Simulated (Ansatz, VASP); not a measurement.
**One calculation of Mo2Ir, two programs**

```
Mo Ir
1.0
     4.42640    0.00000    0.00000
    -2.21320    3.83337    0.00000
     0.00000    0.00000    2.71824
Mo Ir
2 1
Direct
  0.33333 0.66667 0.50000
  0.66667 0.33333 0.50000
  0.00000 0.00000 0.00000
```

Alike in both runs: functional PBE; k mesh 12 × 12 × 16; occupations gaussian, width 0.1 eV; no spin polarisation.

Ansatz relaxed the structure, and its values are those at the end. VASP's run is a single point on that final structure, the one shown.

```csv
,VASP,Ansatz
version,VASP 6.6.1,Ansatz 0.2.0
potentials or method,"VASP PAW PBE potentials, release 64 (Mo_sv, Ir), cutoff 520 eV","scalar-relativistic, plane waves, PAW"
valence electrons in the cell,37,45
```

```tsv
	VASP	Ansatz	Ansatz less VASP
gap on the k mesh at the Fermi level (eV)	none	none	-
pressure (GPa)	0.4	0.0	-0.44
```

A gap of «none» marks a metal or a gap that the smearing closes. The functional is the same, so the differences come from potentials, cutoffs and numerics. VASP's potentials hold 37 valence electrons a cell and Ansatz's 45, so a difference there can come from the potentials and not from the codes.

Neither program's run includes spin-orbit coupling.
